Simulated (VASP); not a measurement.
# MgO (P6_3mc) in VASP: notebook

MgO is run at these levels: PBE-based screened hybrid with 25 % exact exchange, PBE0; tasks: single point.

Everything below comes from runs of VASP 6.6.1. Logs are shortened: lines on timing, memory, paths and dates and some standing lists are left out, and cuts for length are marked.

## Step 1: The cell of the first run

Symmetry: P6_3mc, No. 186, hexagonal system. The conventional cell has a = 3.308 Å, b = 3.308 Å, c = 4.983 Å, α = 90.00°, β = 90.00°, γ = 120.00°. Within 2.6 Å of Mg (site symmetry 3m) lie 4 O at 1.97 to 1.99 Å. Within 2.6 Å of O (site symmetry 3m) lie 4 Mg at 1.97 to 1.99 Å.

## Step 2: Single point, PBE-based screened hybrid with 25 % exact exchange

Input file POSCAR:

```
MgO
1.0
    3.3077869865      0.0000000000      0.0000000000
   -1.6538934933      2.8646275606      0.0000000000
    0.0000000000      0.0000000000      4.9828816700
Mg O
2 2
Direct
    0.6666666667      0.3333333333      0.5021597400
    0.3333333333      0.6666666667      0.0021597400
    0.6666666667      0.3333333333      0.9024402600
    0.3333333333      0.6666666667      0.4024402600
```

Input file INCAR.step1:

```
SYSTEM = MgO
PREC     = Accurate       ! precision mode
ENCUT    = 520            ! plane-wave cutoff, eV
EDIFF    = 1E-5           ! SCF threshold, eV
ISMEAR   = -1             ! smearing method
SIGMA    = 0.05           ! smearing width, eV
LREAL    = .False.        ! projectors in reciprocal space
LASPH    = .True.         ! aspherical terms in the spheres
NELM     = 60             ! most SCF steps
ALGO     = Normal         ! electronic algorithm
ISIF     = 2              ! what is computed and relaxed
LWAVE    = .True.         ! write WAVECAR
NBANDS   = 16             ! bands
GGA      = PE             ! functional
```

Input file INCAR.step2:

```
SYSTEM = MgO
PREC     = Accurate       ! precision mode
ENCUT    = 520            ! plane-wave cutoff, eV
EDIFF    = 1E-6           ! SCF threshold, eV
ISMEAR   = -1             ! smearing method
SIGMA    = 0.05           ! smearing width, eV
LREAL    = .False.        ! projectors in reciprocal space
LASPH    = .True.         ! aspherical terms in the spheres
NELM     = 60             ! most SCF steps
ALGO     = Normal         ! electronic algorithm
ISIF     = 2              ! what is computed and relaxed
LWAVE    = .False.        ! write WAVECAR
LCHARG   = .True.         ! write CHGCAR
GGA      = PE             ! functional
LHFCALC  = .True.         ! exact exchange
AEXX     = 0.25           ! exact-exchange fraction
HFSCREEN = 0.4            ! screening, 1/A
PRECFOCK = Normal       
LELF     = .True.         ! ELF
LVHAR    = .True.       
NBANDS   = 16             ! bands
ISTART   = 1
```

Input file KPOINTS:

```
regular mesh
0
Gamma
  5 5 3
  0 0 0
```

Potentials or basis: VASP PAW PBE potentials, release 64 (Mg, O).

Command:

```console
$ cat potpaw_PBE.64/Mg/POTCAR potpaw_PBE.64/O/POTCAR > POTCAR
$ cp INCAR.step1 INCAR
$ mpirun -np 1 vasp_std > vasp.out
$ cp INCAR.step2 INCAR
$ mpirun -np 1 vasp_std > vasp.out
```

OUTCAR:

```text
SYSTEM = MgO
   PREC = Accurate
   ENCUT = 520
   EDIFF = 1E-6
   ISMEAR = -1
   LREAL = .False.
   LASPH = .True.
   NELM = 60
   ISIF = 2
   GGA = PE
   LHFCALC = .True.
   AEXX = 0.25
   HFSCREEN = 0.4
   PRECFOCK = Normal
   ISTART = 1

 ion  position               nearest neighbor table
   1  0.667  0.333  0.502-   4 1.97   4 1.97   4 1.97   3 1.99   2 3.14   2 3.14   2 3.14   2 3.14
                             2 3.14   2 3.14
   2  0.333  0.667  0.002-   3 1.97   3 1.97   3 1.97   4 1.99   1 3.14   1 3.14   1 3.14   1 3.14
                             1 3.14   1 3.14
   3  0.667  0.333  0.902-   2 1.97   2 1.97   2 1.97   1 1.99
   4  0.333  0.667  0.402-   1 1.97   1 1.97   1 1.97   2 1.99

  LATTYP: Found a hexagonal cell.
 ALAT       =     3.3077869865
 C/A-ratio  =     1.5064094787

  Lattice vectors:

 A1 = (   3.3077869865,   0.0000000000,   0.0000000000)
 A2 = (  -1.6538934933,   2.8646275606,   0.0000000000)
 A3 = (   0.0000000000,   0.0000000000,   4.9828816700)

Analysis of symmetry for initial positions (statically):
=====================================================================
 Subroutine PRICEL returns:
 Original cell was already a primitive cell.

 Routine SETGRP: Setting up the symmetry group for a
 hexagonal supercell.

 Subroutine GETGRP returns: Found 12 space group operations
 (whereof  6 operations were pure point group operations)
 out of a pool of 24 trial point group operations.

The static configuration has the point symmetry C_3v.
 The point group associated with its full space group is C_6v.

Analysis of symmetry for dynamics (positions and initial velocities):
=====================================================================
 Subroutine PRICEL returns:
 Original cell was already a primitive cell.

 Routine SETGRP: Setting up the symmetry group for a
 hexagonal supercell.

 Subroutine GETGRP returns: Found 12 space group operations
 (whereof  6 operations were pure point group operations)
 out of a pool of 24 trial point group operations.

The dynamic configuration has the point symmetry C_3v.
 The point group associated with its full space group is C_6v.

 Subroutine INISYM returns: Found 12 space group operations
 (whereof  6 operations are pure point group operations),
 and found     1 'primitive' translations

----------------------------------------------------------------------------------------

                                     Primitive cell

  volume of cell :      47.2157

  direct lattice vectors                    reciprocal lattice vectors
     3.307786987  0.000000000  0.000000000     0.302316928  0.174542760  0.000000000
    -1.653893493  2.864627561  0.000000000     0.000000000  0.349085519  0.000000000
     0.000000000  0.000000000  4.982881670     0.000000000  0.000000000  0.200687086

  length of vectors
     3.307786987  3.307786987  4.982881670     0.349085519  0.349085519  0.200687086

  position of ions in fractional coordinates (direct lattice)
     0.666666667  0.333333333  0.502159740
     0.333333333  0.666666667  0.002159740
     0.666666667  0.333333333  0.902440260
     0.333333333  0.666666667  0.402440260

  ion indices of the primitive-cell ions
   primitive index   ion index
                 1           1
                 2           2
                 3           3
                 4           4

----------------------------------------------------------------------------------------

 KPOINTS: regular mesh

Automatic generation of k-mesh.
 Grid dimensions read from file:
 generate k-points for:    5    5    3

 Generating k-lattice:

  Cartesian coordinates                     Fractional coordinates (reciprocal lattice)
     0.060463386  0.034908552  0.000000000     0.200000000  0.000000000  0.000000000
     0.000000000  0.069817104  0.000000000     0.000000000  0.200000000  0.000000000
     0.000000000  0.000000000  0.066895695     0.000000000  0.000000000  0.333333333

  Length of vectors
     0.069817104  0.069817104  0.066895695

  Shift w.r.t. Gamma in fractional coordinates (k-lattice)
     0.000000000  0.000000000  0.000000000

 Subroutine IBZKPT returns following result:
 ===========================================

 Found     10 irreducible k-points:

 Following reciprocal coordinates:
            Coordinates               Weight
  0.000000  0.000000  0.000000      1.000000
  0.200000 -0.000000  0.000000      6.000000
  0.400000  0.000000  0.000000      6.000000
  0.200000  0.200000  0.000000      6.000000
  0.400000  0.200000  0.000000      6.000000
  0.000000  0.000000  0.333333      2.000000
  0.200000 -0.000000  0.333333     12.000000
  0.400000  0.000000  0.333333     12.000000
  0.200000  0.200000  0.333333     12.000000
  0.400000  0.200000  0.333333     12.000000
   k-points           NKPTS =     10   k-points in BZ     NKDIM =     75   number of bands    NBANDS=     16
   number of dos      NEDOS =    301   number of ions     NIONS =      4
   total plane-waves  NPLWV =  31360
   dimension x,y,z NGX =    28 NGY =   28 NGZ =   40
   dimension x,y,z NGXF=    56 NGYF=   56 NGZF=   80
   ions per type =               2   2
   NGX,Y,Z   is equivalent  to a cutoff of  14.07, 14.07, 13.35 a.u.
   NGXF,Y,Z  is equivalent  to a cutoff of  28.15, 28.15, 26.69 a.u.
 SYSTEM =  MgO
   PREC   = accura    normal or accurate (medium, high low for compatibility)
   ISTART =      1    job   : 0-new  1-cont  2-samecut
   ICHARG =      0    charge: 1-file 2-atom 10-const
   ISPIN  =      1    spin polarized calculation?
   LNONCOLLINEAR =      F non collinear calculations
   LSORBIT =      F    spin-orbit coupling
   LASPH  =      T    aspherical Exc in radial PAW
   ENCUT  =  520.0 eV  38.22 Ry    6.18 a.u.   6.15  6.15  9.26*2*pi/ulx,y,z
   NELM   =     60;   NELMIN=  2; NELMDL=  0     # of ELM steps
   EDIFF  = 0.1E-05   stopping-criterion for ELM
   LREAL  =      F    real-space projection
   EDIFFG = 0.1E-04   stopping-criterion for IOM
   NSW    =      0    number of steps for IOM
   IBRION =     -1    ionic relax: 0-MD 1-quasi-New 2-CG
   NFREE  =      0    steps in history (QN), initial steepest desc. (CG)
   ISIF   =      2    stress and relaxation
   ISYM   =      3    0-nonsym 1-usesym 2-fastsym
   POTIM  = 0.5000    time-step for ionic-motion
   TEBEG  =    0.0;   TEEND  =   0.0 temperature during run
   PSTRESS=    0.0 pullay stress
   NELECT =      16.0000    total number of electrons
   NUPDOWN=      -1.0000    fix difference up-down
   EMIN   =  10.00;   EMAX   =-10.00  energy-range for DOS
   EFERMI =   0.00;   METHOD = LEGACY
   ISMEAR =    -1;   SIGMA  =   0.05  broadening in eV -4-tet -1-fermi 0-gaus
   EFERMI_NEDOS =   21; number of points for ismear=-14 and -15
   IALGO  =     38    algorithm
   IMIX   =      1    mixing-type and parameters
     AMIX     =   0.40;   BMIX     =  1.00
     AMIX_MAG =   1.60;   BMIX_MAG =  1.00
  volume/ion in A,a.u.               =      11.80        79.66
  Fermi-wavevector in a.u.,A,eV,Ry     =   1.141351  2.156842 17.724080  1.302683
  Thomas-Fermi vector in A             =   2.278052
   LORBIT       =      0    0 simple, 1 ext, 2 COOP (PROOUT), +10 PAW based schemes
   GGA     = PE    functional components
   LHFCALC =     T    Hartree Fock is set to
   PRECFOCK=normal    Normal, Fast or Accurate (Low or Medium for compatibility)
   ENCUT4O =  -1.0   cutoff for four orbital integrals eV
   NKREDX  =     1    reduce k-point grid by
   NKREDY  =     1    reduce k-point grid by
   NKREDZ  =     1    reduce k-point grid by
   AEXX    =    0.2500 exact exchange contribution
   HFSCREEN=    0.4000 screening length (either q_TF or 0.3 A-1)
   HFSCREENC=   0.4000 screening length for correlation (either q_TF or 0.3 A-1)
   ENCUTFOCK=  -1.0 apply spherical cutoff to Coloumb kernel
   IVDW    =     0    specifies the selected vdW correction
   LEPSILON=     F    determine dielectric tensor
   LRPA    =     F    only Hartree local field effects (RPA)
 non-spin polarized calculation
  energy-cutoff  :      520.00
  volume of cell :       47.22
 maximum number of plane-waves:      1303
 NGX is ok and might be reduce to    28
  NGX = 20; NGY = 20; NGZ = 28

 number of electron      15.9999997 magnetization

 Free energy of the ion-electron system (eV)
  ---------------------------------------------------
  ext. energy  EPLUGINS =         0.00000000
  ---------------------------------------------------
  free energy    TOTEN  =       -27.05875986 eV

  energy without entropy =      -27.05875986  energy(sigma->0) =      -27.05875986

 E-fermi :   1.2222     XC(G=0):  -8.3187

 val. band max:        0.2379075685   @ k =   0.0000   0.0000   0.0000
 cond. band min:       4.8336349785   @ k =   0.0000   0.0000   0.0000
 fundamental gap:      4.5957274100
 Fermi energy:         1.2221651492

 k-point     1 :       0.0000    0.0000    0.0000
  band No.  band energies     occupation
      1     -17.4343      2.00000
      2     -16.5934      2.00000
      3      -3.1777      2.00000
      4      -0.6049      2.00000
      5      -0.6049      2.00000
      6      -0.2368      2.00000
[... 8 lines left out ...]
     15      18.1243      0.00000
     16      18.1243      0.00000

 k-point     2 :       0.2000   -0.0000    0.0000
  band No.  band energies     occupation
      1     -17.2404      2.00000
      2     -16.5359      2.00000
      3      -2.7914      2.00000
      4      -1.5171      2.00000
      5      -1.0601      2.00000
      6      -0.8319      2.00000
[... 8 lines left out ...]
     15      16.9247      0.00000
     16      17.1907      0.00000

 k-point     3 :       0.4000    0.0000    0.0000
  band No.  band energies     occupation
      1     -16.8578      2.00000
      2     -16.4946      2.00000
      3      -2.7924      2.00000
      4      -1.9649      2.00000
      5      -1.8377      2.00000
      6      -1.1190      2.00000
[... 8 lines left out ...]
     15      15.9450      0.00000
     16      17.6122      0.00000
[... 96 lines left out ...]
 k-point     9 :       0.2000    0.2000    0.3333
  band No.  band energies     occupation
      1     -16.8302      2.00000
      2     -16.6014      2.00000
      3      -2.6170      2.00000
      4      -2.4802      2.00000
      5      -1.2246      2.00000
      6      -0.9966      2.00000
[... 8 lines left out ...]
     15      15.8178      0.00000
     16      18.3056      0.00000

 k-point    10 :       0.4000    0.2000    0.3333
  band No.  band energies     occupation
      1     -16.6432      2.00000
      2     -16.5615      2.00000
      3      -2.8422      2.00000
      4      -2.5231      2.00000
      5      -1.7758      2.00000
      6      -1.2218      2.00000
[... 8 lines left out ...]
     15      15.9336      0.00000
     16      18.2692      0.00000

------------------------ aborting loop because EDIFF is reached ----------------------------------------

  FORCE on cell =-STRESS in cart. coord.  units (eV):
  Direction    XX          YY          ZZ          XY          YZ          ZX
  --------------------------------------------------------------------------------------
  -------------------------------------------------------------------------------------
  Total       -0.1584133     -0.1584133     -0.0031018      0.0000000      0.0000000      0.0000000
  in kB       -5.3754629     -5.3754629     -0.1052542      0.0000000      0.0000000      0.0000000
  external PRESSURE =      -3.6187267 kB  Pullay stress =       0.0000000 kB

 VOLUME and BASIS-vectors are now :
 -----------------------------------------------------------------------------
  energy-cutoff  :      520.00
  volume of cell :       47.22
      direct lattice vectors                 reciprocal lattice vectors
     3.307786987  0.000000000  0.000000000     0.302316928  0.174542760  0.000000000
    -1.653893493  2.864627561  0.000000000     0.000000000  0.349085519  0.000000000
     0.000000000  0.000000000  4.982881670     0.000000000  0.000000000  0.200687086

 POSITION                                       TOTAL-FORCE (eV/Angst)
 -----------------------------------------------------------------------------------
      1.65389      0.95488      2.50220        -0.000000     -0.000000      0.031757
     -0.00000      1.90975      0.01076         0.000000     -0.000000      0.031757
      1.65389      0.95488      4.49675         0.000000     -0.000000     -0.031757
     -0.00000      1.90975      2.00531        -0.000000      0.000000     -0.031757
 -----------------------------------------------------------------------------------
    total drift:                               -0.000000     -0.000000      0.000929

  FREE ENERGIE OF THE ION-ELECTRON SYSTEM (eV)
  ---------------------------------------------------
  free  energy   TOTEN  =       -27.0587598570 eV

  energy  without entropy=      -27.0587598569  energy(sigma->0) =      -27.05875986
```

It took 10 min on 1 thread of Intel Xeon Platinum 8259CL at 2.50GHz (Skylake/Cascade Lake), shared host; peak memory 0.27 GiB.

What came out:

* Free energy: -27.0588 eV
* Pressure: -0.4 GPa
* Largest force: 0.032 eV/Å
* Band gap on the k mesh: 4.60 eV

Forces on the atoms (eV/Å):
```
Mg   0.000  0.000  0.032
Mg   0.000  0.000  0.032
O    0.000  0.000 -0.032
O    0.000  0.000 -0.032
```

Stress tensor (GPa, compression positive):
```
-0.54  0.00  0.00
 0.00 -0.54  0.00
 0.00  0.00 -0.01
```

Caveat: the k points lie up to 0.44 Å⁻¹ apart; the PAW data sets were made with another functional, which shifts forces and pressure a little.

## Step 3: Single point, PBE-based screened hybrid with 25 % exact exchange

POSCAR is that of step 2.

Input file INCAR.step1:

```
SYSTEM = MgO
PREC = Accurate
ENCUT = 520
EDIFF = 1E-5
ISMEAR = -1
SIGMA = 0.05
LREAL = .FALSE.
LASPH = .TRUE.
NELM = 100
ALGO = Normal
ISIF = 2
LWAVE = .TRUE.
NBANDS = 16
GGA = PE
```

Input file INCAR.step2:

```
SYSTEM = MgO
PREC = Accurate
ENCUT = 520
EDIFF = 1E-7
ISMEAR = -1
SIGMA = 0.05
LREAL = .FALSE.
LASPH = .TRUE.
NELM = 100
ALGO = Normal
ISIF = 2
LWAVE = .FALSE.
LCHARG = .TRUE.
GGA = PE
LHFCALC = .TRUE.
AEXX = 0.25
HFSCREEN = 0.6
PRECFOCK = Normal
LELF = .TRUE.
LVHAR = .TRUE.
NBANDS = 16
ISTART = 1
```

Input file KPOINTS:

```
regular mesh
0
G
  5 5 3
  0 0 0
```

Potentials or basis: VASP PAW PBE potentials, release 64 (Mg, O).

Command:

```console
$ cat potpaw_PBE.64/Mg/POTCAR potpaw_PBE.64/O/POTCAR > POTCAR
$ cp INCAR.step1 INCAR
$ mpirun -np 1 vasp_std > vasp.out
$ cp INCAR.step2 INCAR
$ mpirun -np 1 vasp_std > vasp.out
```

Run time: 14 min. Hardware: 1 thread of Intel Xeon Platinum 8259CL at 2.50GHz (Skylake/Cascade Lake), shared host; peak memory 0.28 GiB.

It converged, with:

| Property | Result |
| --- | --- |
| Free energy | -26.1904 eV |
| Pressure | 0.0 GPa |
| Largest force | 0.030 eV/Å |
| Band gap on the k mesh | 4.26 eV |

Forces in eV/Å, atoms in the order of the input:
```
Mg   0.000  0.000  0.030
Mg   0.000  0.000  0.030
O    0.000  0.000 -0.030
O    0.000  0.000 -0.030
```

Stress tensor (GPa, compression positive):
```
-0.12  0.00  0.00
 0.00 -0.12  0.00
 0.00  0.00  0.39
```

Levels at points of the mesh, in eV from the valence-band top:
```
           k point  band 5  band 6  band 7  band 8  band 9  band 10  band 11  band 12
(0.00, 0.00, 0.00)   -0.83   -0.47   -0.47    0.00    4.26     9.40    11.34    15.03
```

Caveat: the k points lie up to 0.44 Å⁻¹ apart; the PAW data sets were made with another functional, which shifts forces and pressure a little.

[end of part 1 of 2]
